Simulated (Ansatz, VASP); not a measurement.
## One calculation of Sc, two programs

```xyz
1
Lattice="2.9735 0.0000 0.0000 0.0000 2.9735 0.0000 0.0000 0.0000 2.9735" Properties=species:S:1:pos:R:3 pbc="T T T"
Sc    0.0000    0.0000    0.0000
```

Alike in both runs: functional PBE; k mesh 10 × 10 × 10; occupations fermi-dirac, width 0.1 eV; no spin polarisation.

Ansatz relaxed the structure, and its values are those at the end. VASP's run is a single point on that final structure, the one shown.

```csv
,VASP,Ansatz
version,VASP 6.6.1,Ansatz 0.2.0
potentials or method,"VASP PAW PBE potentials, release 64 (Sc_sv), cutoff 520 eV","plane waves (420 eV) with PAW, scalar-relativistic"
valence electrons in the cell,11,11
```

|  | VASP | Ansatz | Ansatz less VASP |
| --- | --- | --- | --- |
| pressure (GPa) | 0.0 | 0.0 | -0.02 |
